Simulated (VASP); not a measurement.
Input of a VASP 6.6.1 run:

Contents of POSCAR:

```
ZnS
1.0
    0.0000000000      2.6940858343      2.6940858343
    2.7495840025      0.0000000000      2.6940858343
    2.7495840025      2.6940858343      0.0000000000
Zn S
1 1
Direct
    0.0000000000      0.0000000000      0.0000000000
    0.2500000000      0.2500000000      0.2500000000
```

The input INCAR.step1:

```
ALGO = Normal ; EDIFF = 1E-4
ENCUT = 520 ; GGA = PE
ISMEAR = 0 ; LASPH = True
LCHARG = False ; LREAL = False
LWAVE = True ; NBANDS = 16
NELM = 80 ; PREC = Accurate
SIGMA = 0.01
```

File INCAR.step2:

```
ALGO = Normal ; EDIFF = 1E-6
ENCUT = 520 ; ISIF = 2
ISMEAR = 0 ; ISTART = 1
LASPH = True ; LCHARG = True
LELF = True ; LMIXTAU = True
LREAL = False ; LVHAR = True
LWAVE = False ; METAGGA = R2SCAN
NBANDS = 16 ; NELM = 80
PREC = Accurate ; SIGMA = 0.01
```

Contents of KPOINTS:

```
k-points
0
Gamma
  8 8 8
```

Potentials or basis: VASP PAW PBE potentials, release 64 (Zn, S).

The run is started by

```sh
$ cat potpaw_PBE.64/Zn/POTCAR potpaw_PBE.64/S/POTCAR > POTCAR
$ cp INCAR.step1 INCAR
$ mpirun -np 1 vasp_std > vasp.out
$ cp INCAR.step2 INCAR
$ mpirun -np 1 vasp_std > vasp.out
```

Q: Estimate the pressure.

A: -1.5 GPa.

Q: Predict the band gap on the k mesh.

A: 2.59 eV, direct.

Stress tensor (GPa, compression positive):
```
-2.09  0.00  0.00
 0.00 -1.15  0.00
 0.00  0.00 -1.15
```

Caveat: the cell differs from its parent crystal (uniaxial x strain +2.1%); the PAW data sets were made with another functional, which shifts forces and pressure a little.
